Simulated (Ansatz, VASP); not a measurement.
## Fe: VASP beside Ansatz

INCAR

```
SYSTEM = Fe
  PREC = Accurate
  ENCUT = 520
  EDIFF = 1E-6
  ISMEAR = 0
  SIGMA = 0.05
  LREAL = .False.
  LASPH = .True.
  NELM = 80
  ALGO = Normal
  ISIF = 2
  LWAVE = .False.
  LCHARG = .False.
  GGA = PE
  NBANDS = 10
```

KPOINTS

```
regular mesh
0
Gamma
  22 22 22
  0 0 0
```

POSCAR

```
Fe
1.0
   -1.4430000000      1.4430000000      1.4430000000
    1.4430000000     -1.4430000000      1.4430000000
    1.4430000000      1.4430000000     -1.4430000000
Fe
1
Direct
    0.0000000000      0.0000000000      0.0000000000
```

Input for Ansatz:

```yaml
crystal:
  lattice:
    - [-1.443, 1.443, 1.443]
    - [1.443, -1.443, 1.443]
    - [1.443, 1.443, -1.443]
  atoms:
    - { symbol: Fe, position: [0.0, 0.0, 0.0] }
basis:
  ecutwfc: 420
  ecutrho_ratio: 4
kpoints:
  mp_grid: { grid: [22, 22, 22] }
hamiltonian:
  xc: pbe
scf:
  occupations: { method: gaussian, width: 0.05 }
output:
  forces: true
  stress: true
  eigenvalues: true
```

Alike in both runs: task single point; functional PBE; k mesh 22 × 22 × 22; occupations gaussian, width 0.05 eV; no spin polarisation.

```csv
,VASP,Ansatz
version,VASP 6.6.1,Ansatz 0.2.0
potentials or method,"VASP PAW PBE potentials, release 64 (Fe), cutoff 520 eV","scalar-relativistic, plane waves, PAW"
valence electrons in the cell,8,16
```

|  | VASP | Ansatz | Ansatz less VASP |
| --- | --- | --- | --- |
| gap on the k mesh at the Fermi level (eV) | none | none | - |
| pressure (GPa) | -26.9 | -26.8 | +0.05 |

A gap of «none» marks a metal or a gap that the smearing closes. With one functional, cell and mesh, what is left measures potentials, basis and numerics. VASP's potentials hold 8 valence electrons a cell and Ansatz's 16, so a difference there can come from the potentials and not from the codes.
